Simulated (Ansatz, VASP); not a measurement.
## HgTe: VASP beside Ansatz

POSCAR

```
HgTe
1.0
    0.0000000000      3.0434522822      3.0434522822
    3.0434522822      0.0000000000      3.0434522822
    3.0434522822      3.0434522822      0.0000000000
Hg Te
1 1
Direct
    0.0000000000      0.0000000000      0.0000000000
    0.5000000000      0.5000000000      0.5000000000
```

INCAR.step1

```
PREC = Accurate
ENCUT = 520
EDIFF = 1E-5
ISMEAR = -1
SIGMA = 0.02
LREAL = False
LASPH = True
NELM = 80
ALGO = Normal
ISIF = 2
LWAVE = True
GGA = PE
NBANDS = 16
```

Contents of INCAR.step2:

```
PREC = Accurate
ENCUT = 520
EDIFF = 1E-7
ISMEAR = -1
SIGMA = 0.02
LREAL = False
LASPH = True
NELM = 80
ALGO = Normal
ISIF = 2
LWAVE = False
LCHARG = True
GGA = PE
LHFCALC = True
AEXX = 0.2
HFSCREEN = 0.2078
PRECFOCK = Normal
LELF = True
LVHAR = True
ISTART = 1
NBANDS = 16
```

Contents of KPOINTS:

```
regular mesh
0
Gamma
  4 4 4
```

Input for Ansatz:

```yaml
crystal:
  lattice:
    - [0.0, 3.0434522822, 3.0434522822]
    - [3.0434522822, 0.0, 3.0434522822]
    - [3.0434522822, 3.0434522822, 0.0]
  atoms:
    - { symbol: Hg, position: [0.0, 0.0, 0.0] }
    - { symbol: Te, position: [0.5, 0.5, 0.5] }
kpoints:
  mp_grid: { grid: [4, 4, 4] }
hamiltonian:
  xc:
    exchange: pbe
    correlation: pbe
    exx: { coeff: 0.2, omega: 0.2078 }
scf:
  occupations: { method: fermi_dirac, width: 0.02 }
  n_extra_bands: 4
output:
  forces: true
  stress: true
  eigenvalues: true
```

Alike in both runs: task single point; functional PBE-based screened hybrid; k mesh 4 × 4 × 4; occupations fermi-dirac, width 0.02 eV; no spin polarisation.

|  | VASP | Ansatz |
| --- | --- | --- |
| version | VASP 6.6.1 | Ansatz 0.2.0 |
| potentials or method | VASP PAW PBE potentials, release 64 (Hg, Te) | plane waves |
| plane-wave cutoff (eV) | 520 | 420 |
| valence electrons in the cell | 18 | 36 |

```csv
,VASP,Ansatz,Ansatz less VASP
pressure (GPa),1.3,1.3,-0.01
```

VASP's potentials were made for PBE, not for PBE-based screened hybrid. The functional is the same, so the differences come from potentials, cutoffs and numerics. VASP's potentials hold 18 valence electrons a cell and Ansatz's 36, so a difference there can come from the potentials and not from the codes. Ansatz's warnings: filled band counts differ across k points, stress exchange threshold loose, stress scf threshold loose.

The k mesh is coarse, so the values compare programs but aren't converged. Spin-orbit coupling is off throughout.
